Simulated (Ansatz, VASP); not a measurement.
One calculation of BaH6Rh, two programs

```
Ba H Rh
1.0
     0.00000    4.15401    4.15401
     4.15401    0.00000    4.15401
     4.15401    4.15401    0.00000
Ba H Rh
1 6 1
Direct
  0.50000 0.50000 0.50000
  0.75000 0.25000 0.25000
  0.25000 0.75000 0.75000
  0.25000 0.75000 0.25000
  0.75000 0.25000 0.75000
  0.25000 0.25000 0.75000
  0.75000 0.75000 0.25000
  0.00000 0.00000 0.00000
```

Alike in both runs: task relaxation of cell and atoms; functional PBE; k mesh 4 × 4 × 4; occupations gaussian, width 0.1 eV; no spin polarisation.

|  | VASP | Ansatz |
| --- | --- | --- |
| version | VASP 6.6.1 | Ansatz 0.2.0 |
| potentials or method | VASP PAW PBE potentials, release 64 (Ba_sv, H, Rh_pv), cutoff 600 eV | scalar-relativistic, plane waves, PAW |
| valence electrons in the cell | 31 | 33 |

Ansatz gave:

| Property | Result |
| --- | --- |
| gap on the k mesh at the Fermi level, each at its own relaxed structure (eV) | none |
| relaxed volume (Å³/atom) | 17.34 |
| relaxed cell length with the largest relative difference (Å) | 5.811 |

Problem. Which values does VASP return?

Solution. gap on the k mesh at the Fermi level, each at its own relaxed structure (eV): none; relaxed volume (Å³/atom): 17.74; relaxed cell length with the largest relative difference (Å): 5.855.

A gap of «none» marks a metal or a gap that the smearing closes. VASP's potentials hold 31 valence electrons a cell and Ansatz's 33, so a difference there can come from the potentials and not from the codes.

Neither program's run includes spin-orbit coupling.
